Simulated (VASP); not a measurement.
# Co (Fm-3m) in VASP: further runs

Co is run at these levels: PBE; tasks: single point.

All numbers are computed with VASP 6.6.1; they aren't measurements. Logs are shortened: lines on timing, memory, paths and dates and some standing lists are left out, and cuts for length are marked.

### 1 The cell of the first run

The structure is cubic, space group Fm-3m (No. 225). The conventional cell has a = 3.599 Å, b = 3.599 Å, c = 3.599 Å, α = 90.00°, β = 90.00°, γ = 90.00°. Co (site symmetry m-3m) has 12 Co at 2.54 Å within 3.4 Å.

This isn't the form of Co at room conditions, which is hcp.

### 2 Single point, PBE, collinear spin, antiferromagnetic start

Input file INCAR:

```
PREC     = Accurate       # precision mode
ENCUT    = 520            # plane-wave cutoff, eV
EDIFF    = 1E-7           # SCF threshold, eV
ISMEAR   = -1             # smearing method
SIGMA    = 0.05           # smearing width, eV
LREAL    = F              # projectors in reciprocal space
LASPH    = T              # aspherical terms in the spheres
NELM     = 150            # most SCF steps
ALGO     = Normal         # electronic algorithm
ISIF     = 2              # what is computed and relaxed
LWAVE    = F              # write WAVECAR
LCHARG   = T              # write CHGCAR
ISPIN    = 2              # spin polarisation
MAGMOM   = 3 -3           # initial moments
LORBIT   = 11             # projections on sites
LMAXMIX  = 4              # l up to which the mixer works
GGA      = PE             # functional
LELF     = T              # ELF
LVHAR    = T            
NBANDS   = 20             # bands
```

Input file KPOINTS:

```
regular mesh
0
Gamma
  12 12 6
```

Input file POSCAR:

```
Co
1.0
    0.0000000000      1.7993500000      1.7993500000
    1.7993500000      0.0000000000      1.7993500000
    3.5987000000      3.5987000000      0.0000000000
Co
2
Direct
    0.0000000000      0.0000000000      0.0000000000
    0.0000000000      0.0000000000      0.5000000000
```

Potentials or basis: VASP PAW PBE potentials, release 64 (Co).

Started as:

```
$ cat potpaw_PBE.64/Co/POTCAR > POTCAR
$ mpirun -np 1 vasp_std > vasp.out
```

OUTCAR:

```text
PREC = Accurate
   ENCUT = 520
   EDIFF = 1E-7
   ISMEAR = -1
   LREAL = F
   LASPH = T
   NELM = 150
   ISIF = 2
   ISPIN = 2
   LORBIT = 11
   GGA = PE

 ion  position               nearest neighbor table
   1  0.000  0.000  0.000-   2 2.54   2 2.54   2 2.54   2 2.54   2 2.54   2 2.54
   2  0.000  0.000  0.500-   1 2.54   1 2.54   1 2.54   1 2.54   1 2.54   1 2.54

  LATTYP: Found a trigonal (rhomboedric) cell.
 ALAT       =     4.4074893687
 COS(alpha) =     0.8333333333

  Lattice vectors:

 A1 = (   3.5987000000,   1.7993500000,  -1.7993500000)
 A2 = (   1.7993500000,   1.7993500000,  -3.5987000000)
 A3 = (   1.7993500000,   3.5987000000,  -1.7993500000)

Analysis of symmetry for initial positions (statically):
=====================================================================
 Subroutine PRICEL returns following result:

  LATTYP: Found a face centered cubic cell.
 ALAT       =     3.5987000000
[... 12 lines left out ...]
 Subroutine GETGRP returns: Found 12 space group operations
 (whereof 12 operations were pure point group operations)
 out of a pool of 12 trial point group operations.

The static configuration has the point symmetry D_3d.

Analysis of symmetry for dynamics (positions and initial velocities):
=====================================================================
 Subroutine PRICEL returns following result:

  LATTYP: Found a face centered cubic cell.
 ALAT       =     3.5987000000
[... 12 lines left out ...]
 Subroutine GETGRP returns: Found 12 space group operations
 (whereof 12 operations were pure point group operations)
 out of a pool of 12 trial point group operations.

The dynamic configuration has the point symmetry D_3d.

Analysis of structural, dynamic, and magnetic symmetry:
=====================================================================
 Subroutine PRICEL returns following result:

  LATTYP: Found a face centered cubic cell.
 ALAT       =     3.5987000000
[... 12 lines left out ...]
 Subroutine GETGRP returns: Found 12 space group operations
 (whereof 12 operations were pure point group operations)
 out of a pool of 12 trial point group operations.

The overall configuration has the point symmetry D_3d.

 Subroutine INISYM returns: Found 12 space group operations
 (whereof 12 operations are pure point group operations),
 and found     2 'primitive' translations

----------------------------------------------------------------------------------------

                                     Primitive cell

  volume of cell :      11.6514

  direct lattice vectors                    reciprocal lattice vectors
     0.000000000  1.799350000  1.799350000    -0.277878123  0.277878123  0.277878123
     1.799350000  0.000000000  1.799350000     0.277878123 -0.277878123  0.277878123
     1.799350000  1.799350000  0.000000000     0.277878123  0.277878123 -0.277878123

  length of vectors
     2.544665173  2.544665173  2.544665173     0.481299027  0.481299027  0.481299027

  position of ions in fractional coordinates (direct lattice)
     0.000000000  0.000000000  0.000000000

  ion indices of the primitive-cell ions
   primitive index   ion index
                 1           1

----------------------------------------------------------------------------------------

 KPOINTS: regular mesh

Automatic generation of k-mesh.
 Grid dimensions read from file:
 generate k-points for:   12   12    6

 Generating k-lattice:

  Cartesian coordinates                     Fractional coordinates (reciprocal lattice)
    -0.023156510  0.023156510  0.023156510     0.083333333  0.000000000  0.000000000
     0.023156510 -0.023156510  0.023156510     0.000000000  0.083333333  0.000000000
     0.023156510  0.023156510 -0.023156510     0.000000000  0.000000000  0.166666667

  Length of vectors
     0.040108252  0.040108252  0.040108252

  Shift w.r.t. Gamma in fractional coordinates (k-lattice)
     0.000000000  0.000000000  0.000000000

[... 14 lines left out ...]
|                                                                             |
|     Results are often still useful ...                                      |
|                                                                             |
 -----------------------------------------------------------------------------

 Subroutine IBZKPT returns following result:
 ===========================================

 Found     98 irreducible k-points:

 Following reciprocal coordinates:
            Coordinates               Weight
  0.000000  0.000000  0.000000      1.000000
  0.083333  0.000000  0.000000      6.000000
  0.166667  0.000000  0.000000      6.000000
  0.250000  0.000000  0.000000      6.000000
  0.333333  0.000000  0.000000      6.000000
  0.416667  0.000000  0.000000      6.000000
[... 16 lines left out ...]
  0.500000  0.166667  0.000000     12.000000
 -0.416667  0.166667  0.000000     12.000000
 [... further k-points ...]
   k-points           NKPTS =     98   k-points in BZ     NKDIM =     98   number of bands    NBANDS=     20
   number of dos      NEDOS =    301   number of ions     NIONS =      2
   total plane-waves  NPLWV =  16000
   dimension x,y,z NGX =    20 NGY =   20 NGZ =   40
   dimension x,y,z NGXF=    40 NGYF=   40 NGZF=   80
   ions per type =               2
   NGX,Y,Z   is equivalent  to a cutoff of  13.07, 13.07, 13.07 a.u.
   NGXF,Y,Z  is equivalent  to a cutoff of  26.13, 26.13, 26.13 a.u.
 SYSTEM =  unknown system
   PREC   = accura    normal or accurate (medium, high low for compatibility)
   ISTART =      0    job   : 0-new  1-cont  2-samecut
   ICHARG =      2    charge: 1-file 2-atom 10-const
   ISPIN  =      2    spin polarized calculation?
   LNONCOLLINEAR =      F non collinear calculations
   LSORBIT =      F    spin-orbit coupling
   LASPH  =      T    aspherical Exc in radial PAW
   ENCUT  =  520.0 eV  38.22 Ry    6.18 a.u.   4.73  4.73  9.46*2*pi/ulx,y,z
   NELM   =    150;   NELMIN=  2; NELMDL= -5     # of ELM steps
   EDIFF  = 0.1E-06   stopping-criterion for ELM
   LREAL  =      F    real-space projection
   EDIFFG = 0.1E-05   stopping-criterion for IOM
   NSW    =      0    number of steps for IOM
   IBRION =     -1    ionic relax: 0-MD 1-quasi-New 2-CG
   NFREE  =      0    steps in history (QN), initial steepest desc. (CG)
   ISIF   =      2    stress and relaxation
   ISYM   =      2    0-nonsym 1-usesym 2-fastsym
   POTIM  = 0.5000    time-step for ionic-motion
   TEBEG  =    0.0;   TEEND  =   0.0 temperature during run
   PSTRESS=    0.0 pullay stress
   NELECT =      18.0000    total number of electrons
   NUPDOWN=      -1.0000    fix difference up-down
   EMIN   =  10.00;   EMAX   =-10.00  energy-range for DOS
   EFERMI =   0.00;   METHOD = LEGACY
   ISMEAR =    -1;   SIGMA  =   0.05  broadening in eV -4-tet -1-fermi 0-gaus
   EFERMI_NEDOS =   21; number of points for ismear=-14 and -15
   IALGO  =     38    algorithm
   IMIX   =      4    mixing-type and parameters
     AMIX     =   0.40;   BMIX     =  1.00
     AMIX_MAG =   1.60;   BMIX_MAG =  1.00
  volume/ion in A,a.u.               =      11.65        78.63
  Fermi-wavevector in a.u.,A,eV,Ry     =   1.502093  2.838543 30.698580  2.256282
  Thomas-Fermi vector in A             =   2.613378
   LORBIT       =     11    0 simple, 1 ext, 2 COOP (PROOUT), +10 PAW based schemes
   GGA     = PE    functional components
   LHFCALC =     F    Hartree Fock is set to
   AEXX    =    0.0000 exact exchange contribution
   IVDW    =     0    specifies the selected vdW correction
   LEPSILON=     F    determine dielectric tensor
   LRPA    =     F    only Hartree local field effects (RPA)
 spin polarized calculation
  energy-cutoff  :      520.00
  volume of cell :       23.30
 maximum number of plane-waves:       663
   NGX =  9   NGY =  9   NGZ = 19

 number of electron      18.0000010 magnetization      -0.0000000

 number of electron      18.0000010 magnetization       0.0000000

 Free energy of the ion-electron system (eV)
  ---------------------------------------------------
  ext. energy  EPLUGINS =         0.00000000
  ---------------------------------------------------
  free energy    TOTEN  =       -13.53980848 eV

  energy without entropy =      -13.50335745  energy(sigma->0) =      -13.52158296

 E-fermi :   9.2319     XC(G=0): -13.0013

 val. band max:        9.2278684972   @ k =   0.4167   0.0000   0.3333
 cond. band min:       9.2409082507   @ k =  -0.2500   0.0000   0.1667
 fundamental gap:      0.0130397535
 Fermi energy:         9.2319394479

 spin component 1

 k-point     1 :       0.0000    0.0000    0.0000
  band No.  band energies     occupation
      1       0.7742      1.00000
      2       4.8595      1.00000
      3       7.0257      1.00000
      4       7.0257      1.00000
      5       7.5071      1.00000
      6       7.5409      1.00000
[... 541 lines left out ...]
     19      31.0962      0.00000
     20      31.5743      0.00000

 [... further k-points ...]

 spin component 2

 k-point     1 :       0.0000    0.0000    0.0000
  band No.  band energies     occupation
      1       0.7742      1.00000
      2       4.8595      1.00000
      3       7.0257      1.00000
      4       7.0257      1.00000
      5       7.5071      1.00000
      6       7.5409      1.00000
[... 541 lines left out ...]
     19      31.0962      0.00000
     20      31.5743      0.00000

 [... further k-points ...]

------------------------ aborting loop because EDIFF is reached ----------------------------------------

  FORCE on cell =-STRESS in cart. coord.  units (eV):
  Direction    XX          YY          ZZ          XY          YZ          ZX
  --------------------------------------------------------------------------------------
  -------------------------------------------------------------------------------------
  Total       -2.2915620     -2.2915620     -2.2915620      0.3031674     -0.3031674     -0.3031674
  in kB     -157.5561138   -157.5561138   -157.5561138     20.8442439    -20.8442439    -20.8442439
  external PRESSURE =    -157.5561138 kB  Pullay stress =       0.0000000 kB

 VOLUME and BASIS-vectors are now :
 -----------------------------------------------------------------------------
  energy-cutoff  :      520.00
  volume of cell :       23.30
      direct lattice vectors                 reciprocal lattice vectors
     0.000000000  1.799350000  1.799350000    -0.277878123  0.277878123  0.277878123
     1.799350000  0.000000000  1.799350000     0.277878123 -0.277878123  0.277878123
     3.598700000  3.598700000  0.000000000     0.138939061  0.138939061 -0.138939061

 POSITION                                       TOTAL-FORCE (eV/Angst)
 -----------------------------------------------------------------------------------
      0.00000      0.00000      0.00000         0.000000      0.000000      0.000000
      1.79935      1.79935      0.00000        -0.000000     -0.000000     -0.000000
 -----------------------------------------------------------------------------------
    total drift:                               -0.000000     -0.000000      0.000000

  FREE ENERGIE OF THE ION-ELECTRON SYSTEM (eV)
  ---------------------------------------------------
  free  energy   TOTEN  =       -13.5398084770 eV

  energy  without entropy=      -13.5033574474  energy(sigma->0) =      -13.52158296

 total charge

# of ion       s       p       d       tot
------------------------------------------
    1        0.459   0.465   7.217   8.141
    2        0.459   0.465   7.217   8.141
--------------------------------------------------
tot          0.919   0.929  14.434  16.282

 magnetization (x)

# of ion       s       p       d       tot
------------------------------------------
    1        0.000   0.009   1.274   1.283
    2       -0.000  -0.009  -1.274  -1.283
--------------------------------------------------
tot          0.000   0.000   0.000   0.000
```

Run time: 51 s. Hardware: 1 thread of Intel Xeon 6975P-C (Granite Rapids), shared host; peak memory 0.19 GiB.

Results:

```
Free energy                                           : -13.5398 eV
Pressure                                              : -15.8 GPa
Band gap on the k mesh                                : zero (filled and empty bands overlap)
Net moment                                            : 0.00 μB per cell
Site moments                                          : Co +1.28, -1.28 μB
Valence electrons inside the program's atomic spheres : Co 8.14
```

Caveat: the cell stands under tension.

### 3 Single point, PBE, collinear spin, ferromagnetic start

Input file INCAR:

```
SYSTEM = Co
PREC = Accurate
ENCUT = 520
EDIFF = 1E-7
ISMEAR = -1
SIGMA = 0.05
LREAL = .False.
LASPH = .True.
NELM = 150
ALGO = Normal
ISIF = 2
LWAVE = .False.
LCHARG = .False.
ISPIN = 2
MAGMOM = 1.98 1.98
LORBIT = 11
LMAXMIX = 4
GGA = PE
NBANDS = 20
```

Input file KPOINTS:

```
Automatic mesh
0
Gamma
  12 12 6
  0 0 0
```

POSCAR is that of step 2.

Potentials or basis: VASP PAW PBE potentials, release 64 (Co).

Started as:

```
$ cat potpaw_PBE.64/Co/POTCAR > POTCAR
$ mpirun -np 1 vasp_std > vasp.out
```

Wall time 46 s (1 thread of Intel Xeon 6975P-C (Granite Rapids), shared host); peak memory 0.19 GiB.

Results (log left out):

```yaml
Free_energy: -13.9893 eV
Pressure: -11.7 GPa
Net_moment: 3.43 μB per cell
Site_moments: Co +1.75 μB
Valence_electrons_inside_the_program's_atomic_spheres: Co 8.14
```

Levels at points of the mesh, in eV from the Fermi level:
Spin up:
| k point | band 8 | band 9 | band 10 | band 11 | band 12 | band 13 | band 14 | band 15 |
| --- | --- | --- | --- | --- | --- | --- | --- | --- |
| (0.00, 0.00, 0.00) | -1.78 | -1.78 | -0.95 | -0.95 | -0.26 | 5.49 | 21.02 | 22.43 |
| (0.50, 0.00, 0.00) | -0.95 | -0.69 | -0.69 | -0.26 | 2.38 | 5.49 | 8.82 | 14.15 |
| (0.00, 0.00, 0.50) | -2.52 | -1.62 | -1.62 | -1.62 | -1.62 | 13.86 | 13.86 | 22.56 |
| (0.50, 0.00, 0.50) | -1.96 | -0.88 | -0.88 | 2.08 | 2.08 | 8.15 | 8.15 | 13.95 |
Spin down:
```
           k point  band 3  band 4  band 5  band 6  band 7  band 8  band 9  band 10  band 11  band 12
(0.00, 0.00, 0.00)   -1.03   -1.03   -1.03   -1.01   -1.01   -0.32    0.33     0.33     1.05     1.05
(0.50, 0.00, 0.00)   -3.07   -1.01   -1.01   -0.32    1.05    1.05    1.13     1.18     1.18     2.37
(0.00, 0.00, 0.50)   -1.54   -1.54   -0.77   -0.77   -0.77   -0.77    0.39     0.39     0.39     0.39
(0.50, 0.00, 0.50)   -2.41   -2.41   -1.21   -1.21   -0.05   -0.05    1.10     1.10     3.11     3.11
```

Caveat: the cell stands under tension.

### 4 Single point, PBE, collinear spin, ferromagnetic start

Input file INCAR:

```
PREC     = Accurate       # precision mode
ENCUT    = 520            # plane-wave cutoff, eV
EDIFF    = 1E-6           # SCF threshold, eV
ISMEAR   = -1             # smearing method
SIGMA    = 0.05           # smearing width, eV
LREAL    = F              # projectors in reciprocal space
LASPH    = T              # aspherical terms in the spheres
NELM     = 150            # most SCF steps
ALGO     = Normal         # electronic algorithm
ISIF     = 2              # what is computed and relaxed
LWAVE    = F              # write WAVECAR
LCHARG   = F              # write CHGCAR
ISPIN    = 2              # spin polarisation
MAGMOM   = 3 3            # initial moments
LORBIT   = 11             # projections on sites
LMAXMIX  = 4              # l up to which the mixer works
GGA      = PE             # functional
NBANDS   = 20             # bands
```

Input file KPOINTS:

```
Automatic mesh
0
Gamma
  12 12 6
```

POSCAR is that of step 3.

Started as:

```
$ cat potpaw_PBE.64/Co/POTCAR > POTCAR
$ mpirun -np 1 vasp_std > vasp.out
```

Run time: 44 s. Hardware: 1 thread of Intel Xeon 6975P-C (Granite Rapids), shared host; peak memory 0.2 GiB.

Results (log left out):

```
Free energy                                           : -13.9893 eV
Pressure                                              : -11.7 GPa
Net moment                                            : 3.43 μB per cell
Site moments                                          : Co +1.75 μB
Valence electrons inside the program's atomic spheres : Co 8.14
```

Levels at points of the mesh, in eV from the Fermi level:
Spin up:
```tsv
k point	band 7	band 8	band 9	band 10	band 11	band 12	band 13	band 14	band 15	band 16
(0.00, 0.00, 0.00)	-2.66	-1.78	-1.78	-0.95	-0.95	-0.26	5.49	21.02	22.43	23.60
(0.50, 0.00, 0.00)	-0.95	-0.95	-0.69	-0.69	-0.26	2.38	5.49	8.82	14.15	14.15
(0.00, 0.00, 0.50)	-2.52	-2.52	-1.62	-1.62	-1.62	-1.62	13.86	13.86	22.56	22.56
(0.50, 0.00, 0.50)	-1.96	-1.96	-0.88	-0.88	2.08	2.08	8.15	8.15	13.95	13.95
```
Spin down:
| k point | band 5 | band 6 | band 7 | band 8 | band 9 | band 10 |
| --- | --- | --- | --- | --- | --- | --- |
| (0.00, 0.00, 0.00) | -1.03 | -1.01 | -1.01 | -0.32 | 0.33 | 0.33 |
| (0.50, 0.00, 0.00) | -1.01 | -0.32 | 1.05 | 1.05 | 1.13 | 1.18 |
| (0.00, 0.00, 0.50) | -0.77 | -0.77 | -0.77 | -0.77 | 0.39 | 0.39 |
| (0.50, 0.00, 0.50) | -1.21 | -1.21 | -0.05 | -0.05 | 1.10 | 1.10 |

Caveat: the cell stands under tension.

### 5 Single point, PBE, collinear spin, antiferromagnetic start

Input file INCAR:

```
SYSTEM = Co
PREC = Accurate ; ENCUT = 520
EDIFF = 1E-7 ; ISMEAR = -1
SIGMA = 0.05 ; LREAL = .FALSE.
LASPH = .TRUE. ; NELM = 150
ALGO = Normal ; ISIF = 2
LWAVE = .FALSE. ; LCHARG = .TRUE.
ISPIN = 2 ; MAGMOM = 3 -3
LORBIT = 11 ; LMAXMIX = 4
GGA = PE ; LELF = .TRUE.
LVHAR = .TRUE. ; NBANDS = 20
```

Input file KPOINTS:

```
Automatic mesh
0
G
  12 12 6
  0 0 0
```

POSCAR is that of step 4.

Started as:

```
$ cat potpaw_PBE.64/Co/POTCAR > POTCAR
$ mpirun -np 1 vasp_std > vasp.out
```

Run time: 54 s. Hardware: 1 thread of Intel Xeon 6975P-C (Granite Rapids), shared host; peak memory 0.2 GiB.

The run converged. Its results:

```
Free energy                                           : -13.5398 eV
Pressure                                              : -15.8 GPa
Band gap on the k mesh                                : zero (filled and empty bands overlap)
Net moment                                            : 0.00 μB per cell
Site moments                                          : Co +1.28, -1.28 μB
Valence electrons inside the program's atomic spheres : Co 8.14
```

Stress tensor (GPa, compression positive):
```
-15.76   2.08  -2.08
  2.08 -15.76  -2.08
 -2.08  -2.08 -15.76
```

Levels at points of the mesh, in eV from the Fermi level:
Spin up:
```
           k point  band 5  band 6  band 7  band 8  band 9  band 10  band 11  band 12  band 13  band 14
(0.00, 0.00, 0.00)   -1.72   -1.69   -1.69   -0.51   -0.51    -0.15     0.48     0.48     6.13    21.03
(0.50, 0.00, 0.00)   -1.70   -0.46   -0.12    0.02    0.43     0.51     0.98     2.53     6.14     9.43
(0.00, 0.00, 0.50)   -2.11   -1.71   -1.27   -1.27   -0.85    -0.85     0.20     0.20    14.14    14.27
(0.50, 0.00, 0.50)   -2.24   -1.62   -1.34   -0.44   -0.21     0.97     2.38     3.03     8.40     8.74
```
Spin down:
| k point | band 5 | band 6 | band 7 | band 8 | band 9 | band 10 | band 11 | band 12 | band 13 | band 14 |
| --- | --- | --- | --- | --- | --- | --- | --- | --- | --- | --- |
| (0.00, 0.00, 0.00) | -1.72 | -1.69 | -1.69 | -0.51 | -0.51 | -0.15 | 0.48 | 0.48 | 6.13 | 21.03 |
| (0.50, 0.00, 0.00) | -1.70 | -0.46 | -0.12 | 0.02 | 0.43 | 0.51 | 0.98 | 2.53 | 6.14 | 9.43 |
| (0.00, 0.00, 0.50) | -2.11 | -1.71 | -1.27 | -1.27 | -0.85 | -0.85 | 0.20 | 0.20 | 14.14 | 14.27 |
| (0.50, 0.00, 0.50) | -2.24 | -1.62 | -1.34 | -0.44 | -0.21 | 0.97 | 2.38 | 3.03 | 8.40 | 8.74 |

Caveat: the cell stands under tension.
